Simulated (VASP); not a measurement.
# Ba2Be (P4/nmm) in VASP: further runs

Runs on Ba2Be. Level: PBE. Tasks: single point, relaxation of cell and atoms.

Everything below comes from runs of VASP 6.6.1. Logs are shortened: lines on timing, memory, paths and dates and some standing lists are left out, and cuts for length are marked.

## 1. The cell of the first run

Symmetry: P4/nmm, No. 129, tetragonal system. Conventional cell: a = 4.120 Å, b = 4.120 Å, c = 8.227 Å, α = 90.00°, β = 90.00°, γ = 90.00°. Within 3.8 Å of Ba (site symmetry -4m2) lie 8 Ba at 2.91 to 3.63 Å and 4 Be at 3.05 Å. Within 3.9 Å of Ba (site symmetry 4mm) lie 5 Be at 2.99 to 3.01 Å and 8 Ba at 3.63 to 3.67 Å. Be (site symmetry 4mm) has 9 Ba at 2.99 to 3.05 Å within 3.9 Å.

The cell was generated, and may not be a known phase.

## 2. Single point, PBE

The input, INCAR:

```
  ALGO = Normal
  EDIFF = 1E-7
  ENCUT = 520
  GGA = PE
  ISIF = 2
  ISMEAR = 0
  LASPH = T
  LCHARG = F
  LREAL = F
  LWAVE = F
  NBANDS = 31
  NELM = 60
  PREC = Accurate
  SIGMA = 0.1
```

The input, KPOINTS:

```
k-points
0
Gamma
  4 4 2
```

The input, POSCAR:

```
Ba2Be
1.0
    4.1200579900      0.0000000000      0.0000000000
    0.0000000000      4.1200579900      0.0000000000
    0.0000000000      0.0000000000      8.2267995200
Ba Be
4 2
Direct
    0.0000000000      0.0000000000      0.0000000000
    0.5000000000      0.5000000000      0.0000000000
    0.0000000000      0.5000000000      0.6359999800
    0.5000000000      0.0000000000      0.3640000200
    0.0000000000      0.5000000000      0.2730000000
    0.5000000000      0.0000000000      0.7270000000
```

Potentials or basis: VASP PAW PBE potentials, release 64 (Ba_sv, Be).

Started as:

```console
$ cat potpaw_PBE.64/Ba_sv/POTCAR potpaw_PBE.64/Be/POTCAR > POTCAR
$ mpirun -np 1 vasp_std > vasp.out
```

OUTCAR:

```text
EDIFF = 1E-7
   ENCUT = 520
   GGA = PE
   ISIF = 2
   ISMEAR = 0
   LASPH = T
   LREAL = F
   NELM = 60
   PREC = Accurate

 ion  position               nearest neighbor table
   1  0.000  0.000  0.000-   2 2.91   2 2.91   2 2.91   2 2.91   5 3.05   6 3.05   6 3.05   5 3.05
                             3 3.63   4 3.63   3 3.63   4 3.63
   2  0.500  0.500  0.000-   1 2.91   1 2.91   1 2.91   1 2.91   6 3.05   6 3.05   5 3.05   5 3.05
                             3 3.63   3 3.63   4 3.63   4 3.63
   3  0.000  0.500  0.636-   5 2.99   6 3.01   6 3.01   6 3.01   6 3.01   1 3.63   2 3.63   2 3.63
                             1 3.63   4 3.67   4 3.67   4 3.67   4 3.67
   4  0.500  0.000  0.364-   6 2.99   5 3.01   5 3.01   5 3.01   5 3.01   1 3.63   1 3.63   2 3.63
                             2 3.63   3 3.67   3 3.67   3 3.67   3 3.67
   5  0.000  0.500  0.273-   3 2.99   4 3.01   4 3.01   4 3.01   4 3.01   1 3.05   2 3.05   2 3.05
                             1 3.05
   6  0.500  0.000  0.727-   4 2.99   3 3.01   3 3.01   3 3.01   3 3.01   1 3.05   1 3.05   2 3.05
                             2 3.05

  LATTYP: Found a simple tetragonal cell.
 ALAT       =     4.1200579900
 C/A-ratio  =     1.9967678950

  Lattice vectors:

 A1 = (   4.1200579900,   0.0000000000,   0.0000000000)
 A2 = (   0.0000000000,   4.1200579900,   0.0000000000)
 A3 = (   0.0000000000,   0.0000000000,   8.2267995200)

Analysis of symmetry for initial positions (statically):
=====================================================================
 Subroutine PRICEL returns:
 Original cell was already a primitive cell.

 Routine SETGRP: Setting up the symmetry group for a
 simple tetragonal supercell.

 Subroutine GETGRP returns: Found 16 space group operations
 (whereof  8 operations were pure point group operations)
 out of a pool of 16 trial point group operations.

The static configuration has the point symmetry D_2d.
 The point group associated with its full space group is D_4h.

Analysis of symmetry for dynamics (positions and initial velocities):
=====================================================================
 Subroutine PRICEL returns:
 Original cell was already a primitive cell.

 Routine SETGRP: Setting up the symmetry group for a
 simple tetragonal supercell.

 Subroutine GETGRP returns: Found 16 space group operations
 (whereof  8 operations were pure point group operations)
 out of a pool of 16 trial point group operations.

The dynamic configuration has the point symmetry D_2d.
 The point group associated with its full space group is D_4h.

 Subroutine INISYM returns: Found 16 space group operations
 (whereof  8 operations are pure point group operations),
 and found     1 'primitive' translations

----------------------------------------------------------------------------------------

                                     Primitive cell

  volume of cell :     139.6489

  direct lattice vectors                    reciprocal lattice vectors
     4.120057990  0.000000000  0.000000000     0.242715030  0.000000000  0.000000000
     0.000000000  4.120057990  0.000000000     0.000000000  0.242715030  0.000000000
     0.000000000  0.000000000  8.226799520     0.000000000  0.000000000  0.121553953

  length of vectors
     4.120057990  4.120057990  8.226799520     0.242715030  0.242715030  0.121553953

  position of ions in fractional coordinates (direct lattice)
     0.000000000  0.000000000  0.000000000
     0.500000000  0.500000000  0.000000000
     0.000000000  0.500000000  0.635999980
     0.500000000  0.000000000  0.364000020
     0.000000000  0.500000000  0.273000000
     0.500000000  0.000000000  0.727000000

  ion indices of the primitive-cell ions
   primitive index   ion index
                 1           1
                 2           2
                 3           3
                 4           4
                 5           5
                 6           6

----------------------------------------------------------------------------------------

 KPOINTS: k-points

Automatic generation of k-mesh.
 Grid dimensions read from file:
 generate k-points for:    4    4    2

 Generating k-lattice:

  Cartesian coordinates                     Fractional coordinates (reciprocal lattice)
     0.060678758  0.000000000  0.000000000     0.250000000  0.000000000  0.000000000
     0.000000000  0.060678758  0.000000000     0.000000000  0.250000000  0.000000000
     0.000000000  0.000000000  0.060776976     0.000000000  0.000000000  0.500000000

  Length of vectors
     0.060678758  0.060678758  0.060776976

  Shift w.r.t. Gamma in fractional coordinates (k-lattice)
     0.000000000  0.000000000  0.000000000

 Subroutine IBZKPT returns following result:
 ===========================================

 Found     12 irreducible k-points:

 Following reciprocal coordinates:
            Coordinates               Weight
  0.000000  0.000000  0.000000      1.000000
  0.250000  0.000000  0.000000      4.000000
  0.500000  0.000000  0.000000      2.000000
  0.250000  0.250000  0.000000      4.000000
  0.500000  0.250000  0.000000      4.000000
  0.500000  0.500000  0.000000      1.000000
  0.000000  0.000000  0.500000      1.000000
  0.250000  0.000000  0.500000      4.000000
  0.500000  0.000000  0.500000      2.000000
  0.250000  0.250000  0.500000      4.000000
  0.500000  0.250000  0.500000      4.000000
  0.500000  0.500000  0.500000      1.000000
   k-points           NKPTS =     12   k-points in BZ     NKDIM =     12   number of bands    NBANDS=     31
   number of dos      NEDOS =    301   number of ions     NIONS =      6
   total plane-waves  NPLWV =  65536
   dimension x,y,z NGX =    32 NGY =   32 NGZ =   64
   dimension x,y,z NGXF=    64 NGYF=   64 NGZF=  128
   ions per type =               4   2
   NGX,Y,Z   is equivalent  to a cutoff of  12.91, 12.91, 12.93 a.u.
   NGXF,Y,Z  is equivalent  to a cutoff of  25.82, 25.82, 25.87 a.u.
 SYSTEM =  unknown system
   PREC   = accura    normal or accurate (medium, high low for compatibility)
   ISTART =      0    job   : 0-new  1-cont  2-samecut
   ICHARG =      2    charge: 1-file 2-atom 10-const
   ISPIN  =      1    spin polarized calculation?
   LNONCOLLINEAR =      F non collinear calculations
   LSORBIT =      F    spin-orbit coupling
   LASPH  =      T    aspherical Exc in radial PAW
   ENCUT  =  520.0 eV  38.22 Ry    6.18 a.u.   7.66  7.66 15.30*2*pi/ulx,y,z
   NELM   =     60;   NELMIN=  2; NELMDL= -5     # of ELM steps
   EDIFF  = 0.1E-06   stopping-criterion for ELM
   LREAL  =      F    real-space projection
   EDIFFG = 0.1E-05   stopping-criterion for IOM
   NSW    =      0    number of steps for IOM
   IBRION =     -1    ionic relax: 0-MD 1-quasi-New 2-CG
   NFREE  =      0    steps in history (QN), initial steepest desc. (CG)
   ISIF   =      2    stress and relaxation
   ISYM   =      2    0-nonsym 1-usesym 2-fastsym
   POTIM  = 0.5000    time-step for ionic-motion
   TEBEG  =    0.0;   TEEND  =   0.0 temperature during run
   PSTRESS=    0.0 pullay stress
   NELECT =      44.0000    total number of electrons
   NUPDOWN=      -1.0000    fix difference up-down
   EMIN   =  10.00;   EMAX   =-10.00  energy-range for DOS
   EFERMI =   0.00;   METHOD = LEGACY
   ISMEAR =     0;   SIGMA  =   0.10  broadening in eV -4-tet -1-fermi 0-gaus
   EFERMI_NEDOS =   21; number of points for ismear=-14 and -15
   IALGO  =     38    algorithm
   IMIX   =      4    mixing-type and parameters
     AMIX     =   0.40;   BMIX     =  1.00
     AMIX_MAG =   1.60;   BMIX_MAG =  1.00
  volume/ion in A,a.u.               =      23.27       157.07
  Fermi-wavevector in a.u.,A,eV,Ry     =   1.113986  2.105129 16.884362  1.240966
  Thomas-Fermi vector in A             =   2.250577
   LORBIT       =      0    0 simple, 1 ext, 2 COOP (PROOUT), +10 PAW based schemes
   GGA     = PE    functional components
   LHFCALC =     F    Hartree Fock is set to
   AEXX    =    0.0000 exact exchange contribution
   IVDW    =     0    specifies the selected vdW correction
   LEPSILON=     F    determine dielectric tensor
   LRPA    =     F    only Hartree local field effects (RPA)
 non-spin polarized calculation
 Gauss-broadening in eV      SIGMA  =   0.10
  energy-cutoff  :      520.00
  volume of cell :      139.65
 maximum number of plane-waves:      3812
 NGX is ok and might be reduce to    32
   NGX = 15   NGY = 15   NGZ = 31

 number of electron      44.0000003 magnetization

 Free energy of the ion-electron system (eV)
  ---------------------------------------------------
  ext. energy  EPLUGINS =         0.00000000
  ---------------------------------------------------
  free energy    TOTEN  =        -7.13286945 eV

  energy without entropy =       -7.09768418  energy(sigma->0) =       -7.11527682

 E-fermi :   4.9103     XC(G=0): -10.1594

 val. band max:        4.8740858344   @ k =   0.2500   0.2500   0.5000
 cond. band min:       4.9259539076   @ k =   0.5000   0.0000   0.5000
 fundamental gap:      0.0518680732
 Fermi energy:         4.9102752746

 k-point     1 :       0.0000    0.0000    0.0000
  band No.  band energies     occupation
      1     -24.4559      2.00000
      2     -22.8477      2.00000
      3     -22.5784      2.00000
      4     -22.1690      2.00000
      5     -10.8997      2.00000
      6     -10.8997      2.00000
[... 23 lines left out ...]
     30       8.0392      0.00000
     31       8.0394      0.00000

 k-point     2 :       0.2500    0.0000    0.0000
  band No.  band energies     occupation
      1     -24.1684      2.00000
      2     -22.7865      2.00000
      3     -22.6124      2.00000
      4     -22.5442      2.00000
      5     -10.4598      2.00000
      6     -10.4410      2.00000
[... 23 lines left out ...]
     30       7.6584      0.00000
     31       7.7565      0.00000

 k-point     3 :       0.5000    0.0000    0.0000
  band No.  band energies     occupation
      1     -23.4179      2.00000
      2     -23.4179      2.00000
      3     -22.6666      2.00000
      4     -22.6666      2.00000
      5      -9.3981      2.00000
      6      -9.3981      2.00000
[... 23 lines left out ...]
     30       8.2401      0.00000
     31       9.2194      0.00000

 k-point     4 :       0.2500    0.2500    0.0000
  band No.  band energies     occupation
      1     -23.9347      2.00000
      2     -22.7864      2.00000
      3     -22.7374      2.00000
      4     -22.6046      2.00000
      5     -11.4965      2.00000
      6      -9.6709      2.00000
[... 23 lines left out ...]
     30       8.5094      0.00000
     31       8.5753      0.00000

 k-point     5 :       0.5000    0.2500    0.0000
  band No.  band energies     occupation
      1     -23.3598      2.00000
      2     -23.3598      2.00000
      3     -22.6489      2.00000
      4     -22.6489      2.00000
      5     -11.2100      2.00000
      6     -11.2100      2.00000
[... 23 lines left out ...]
     30       8.2340      0.00000
     31       9.3967      0.00000

 k-point     6 :       0.5000    0.5000    0.0000
  band No.  band energies     occupation
      1     -23.2994      2.00000
      2     -23.2994      2.00000
      3     -22.6318      2.00000
      4     -22.6318      2.00000
      5     -11.9944      2.00000
      6     -11.9944      2.00000
[... 23 lines left out ...]
     30       8.7231      0.00000
     31       9.8016      0.00000

 k-point     7 :       0.0000    0.0000    0.5000
  band No.  band energies     occupation
      1     -24.4544      2.00000
      2     -22.8660      2.00000
      3     -22.5608      2.00000
      4     -22.1690      2.00000
      5     -10.8979      2.00000
      6     -10.8979      2.00000
[... 23 lines left out ...]
     30       8.2354      0.00000
     31       8.2354      0.00000

 k-point     8 :       0.2500    0.0000    0.5000
  band No.  band energies     occupation
      1     -24.1671      2.00000
      2     -22.8054      2.00000
      3     -22.5824      2.00000
      4     -22.5563      2.00000
      5     -10.4735      2.00000
      6     -10.4392      2.00000
[... 23 lines left out ...]
     30       8.0834      0.00000
     31       8.2832      0.00000

 k-point     9 :       0.5000    0.0000    0.5000
  band No.  band energies     occupation
      1     -23.4176      2.00000
      2     -23.4176      2.00000
      3     -22.6670      2.00000
      4     -22.6670      2.00000
      5      -9.3112      2.00000
      6      -9.3112      2.00000
[... 23 lines left out ...]
     30       7.1759      0.00000
     31       8.5596      0.00000

 k-point    10 :       0.2500    0.2500    0.5000
  band No.  band energies     occupation
      1     -23.9337      2.00000
      2     -22.7864      2.00000
      3     -22.7507      2.00000
      4     -22.5922      2.00000
      5     -11.5041      2.00000
      6      -9.6458      2.00000
[... 23 lines left out ...]
     30       8.8449      0.00000
     31       9.5291      0.00000

 k-point    11 :       0.5000    0.2500    0.5000
  band No.  band energies     occupation
      1     -23.3597      2.00000
      2     -23.3597      2.00000
      3     -22.6491      2.00000
      4     -22.6491      2.00000
      5     -11.2130      2.00000
      6     -11.2130      2.00000
[... 23 lines left out ...]
     30       7.8353      0.00000
     31       8.5783      0.00000

 k-point    12 :       0.5000    0.5000    0.5000
  band No.  band energies     occupation
      1     -23.2994      2.00000
      2     -23.2994      2.00000
      3     -22.6318      2.00000
      4     -22.6318      2.00000
      5     -11.9962      2.00000
      6     -11.9962      2.00000
[... 23 lines left out ...]
     30       7.2855      0.00000
     31      10.0559      0.00000

------------------------ aborting loop because EDIFF is reached ----------------------------------------

  FORCE on cell =-STRESS in cart. coord.  units (eV):
  Direction    XX          YY          ZZ          XY          YZ          ZX
  --------------------------------------------------------------------------------------
  -------------------------------------------------------------------------------------
  Total       23.0359990     23.0359990     12.9136554      0.0000000      0.0000000      0.0000000
  in kB      264.2895928    264.2895928    148.1570101      0.0000000      0.0000000      0.0000000
  external PRESSURE =     225.5787319 kB  Pullay stress =       0.0000000 kB

 VOLUME and BASIS-vectors are now :
 -----------------------------------------------------------------------------
  energy-cutoff  :      520.00
  volume of cell :      139.65
      direct lattice vectors                 reciprocal lattice vectors
     4.120057990  0.000000000  0.000000000     0.242715030  0.000000000  0.000000000
     0.000000000  4.120057990  0.000000000     0.000000000  0.242715030  0.000000000
     0.000000000  0.000000000  8.226799520     0.000000000  0.000000000  0.121553953

 POSITION                                       TOTAL-FORCE (eV/Angst)
 -----------------------------------------------------------------------------------
      0.00000      0.00000      0.00000         0.000000     -0.000000      0.000000
      2.06003      2.06003      0.00000         0.000000      0.000000      0.000000
      0.00000      2.06003      5.23224         0.000000      0.000000     -0.484824
      2.06003      0.00000      2.99456        -0.000000      0.000000      0.484824
      0.00000      2.06003      2.24592        -0.000000      0.000000     -0.709530
      2.06003      0.00000      5.98088         0.000000     -0.000000      0.709530
 -----------------------------------------------------------------------------------
    total drift:                                0.000000     -0.000000     -0.000000

  FREE ENERGIE OF THE ION-ELECTRON SYSTEM (eV)
  ---------------------------------------------------
  free  energy   TOTEN  =        -7.1328694487 eV

  energy  without entropy=       -7.0976841833  energy(sigma->0) =       -7.11527682
```

It took 62 s on 1 thread of Oxide Virtual Turin-like, shared host; peak memory 0.22 GiB.

Results:

```
Free energy            : -7.1329 eV
Pressure               : 22.6 GPa
Largest force          : 0.710 eV/Å
Band gap on the k mesh : zero (bands 22 and 23 overlap by 0.68 eV)
```

Forces on the atoms (eV/Å):
```
Ba   0.000  0.000  0.000
Ba   0.000  0.000  0.000
Ba   0.000  0.000 -0.485
Ba   0.000  0.000  0.485
Be   0.000  0.000 -0.710
Be   0.000  0.000  0.710
```

Levels at points of the mesh, in eV from the Fermi level:
```
           k point  band 20  band 21  band 22  band 23  band 24  band 25
(0.00, 0.00, 0.00)    -0.69    -0.64    -0.59    -0.59    -0.36     1.06
(0.50, 0.00, 0.00)    -1.27    -0.30    -0.30     0.02     0.02     1.33
(0.50, 0.50, 0.00)    -1.73    -0.59    -0.59     1.28     1.28     1.70
(0.00, 0.00, 0.50)    -1.23    -0.68    -0.57    -0.57    -0.34     0.53
(0.50, 0.00, 0.50)    -1.25     0.02     0.02     0.28     0.28     1.77
(0.50, 0.50, 0.50)    -0.45    -0.34    -0.34     0.89     0.89     1.72
```

Caveat: the k points lie up to 0.38 Å⁻¹ apart, too coarse for converged energies and pressures of a metal; spin-orbit coupling is left out, which moves the levels of the heavy elements.

## 3. Single point, PBE

This run uses another cell than the first one, of 39.74 Å³/atom.

The input, INCAR:

```
ALGO     = Normal         # electronic algorithm
EDIFF    = 1E-6           # SCF threshold, eV
ENCUT    = 520            # plane-wave cutoff, eV
GGA      = PE             # functional
ISIF     = 2              # what is computed and relaxed
ISMEAR   = 0              # smearing method
LASPH    = True           # aspherical terms in the spheres
LCHARG   = False          # write CHGCAR
LREAL    = False          # projectors in reciprocal space
LWAVE    = False          # write WAVECAR
NBANDS   = 31             # bands
NELM     = 80             # most SCF steps
PREC     = Accurate       # precision mode
SIGMA    = 0.1            # smearing width, eV
```

KPOINTS is that of step 2.

The input, POSCAR:

```
Ba2Be
1.0
    5.3487218977      0.0000000000      0.0000000000
    0.0000000000      5.3487218977      0.0000000000
    0.0000000000      0.0000000000      8.3353447180
Ba Be
4 2
Direct
    0.0000000000      0.0000000000      0.0000000000
    0.5000000000      0.5000000000      0.0000000000
    0.0000000000      0.5000000000      0.6138985087
    0.5000000000      0.0000000000      0.3861014913
    0.0000000000      0.5000000000      0.2279872301
    0.5000000000      0.0000000000      0.7720127699
```

Potentials or basis: VASP PAW PBE potentials, release 64 (Ba_sv, Be).

Started as:

```console
$ cat potpaw_PBE.64/Ba_sv/POTCAR potpaw_PBE.64/Be/POTCAR > POTCAR
$ mpirun -np 1 vasp_std > vasp.out
```

Wall time 1.7 min (1 thread of Oxide Virtual Turin-like, shared host); peak memory 0.3 GiB.

It converged, with:

| Item | Value |
| --- | --- |
| Free energy | -12.3124 eV |
| Pressure | 0.2 GPa |
| Largest force | 0.032 eV/Å |
| Band gap on the k mesh | zero (bands 22 and 23 overlap by 0.74 eV) |

Forces on the atoms (eV/Å):
```
Ba   0.000  0.000  0.000
Ba   0.000  0.000  0.000
Ba   0.000  0.000 -0.020
Ba   0.000  0.000  0.020
Be   0.000  0.000  0.032
Be   0.000  0.000 -0.032
```

Stress tensor (GPa, compression positive):
```
0.28 0.00 0.00
0.00 0.28 0.00
0.00 0.00 0.11
```

Levels at points of the mesh, in eV from the Fermi level:
```csv
k point,band 19,band 20,band 21,band 22,band 23,band 24,band 25,band 26
"(0.00, 0.00, 0.00)",-1.32,-0.70,-0.44,-0.44,-0.12,0.48,1.27,1.37
"(0.50, 0.00, 0.00)",-0.94,-0.94,-0.06,-0.06,0.32,0.32,0.90,0.90
"(0.50, 0.50, 0.00)",-0.73,-0.73,-0.13,-0.13,0.30,0.30,0.92,0.92
"(0.00, 0.00, 0.50)",-1.66,-1.20,-0.12,-0.12,0.18,0.55,0.89,0.89
"(0.50, 0.00, 0.50)",-1.14,-1.14,-0.22,-0.22,0.15,0.15,1.29,1.29
"(0.50, 0.50, 0.50)",-1.01,-1.01,0.49,0.49,0.51,0.51,1.17,1.17
```

Caveat: the k points lie up to 0.38 Å⁻¹ apart, too coarse for converged energies and pressures of a metal; spin-orbit coupling is left out, which moves the levels of the heavy elements.

(Continued in part 2 of 2.)

The gap in the log of VASP goes by the Fermi energy; the results here count the filled bands.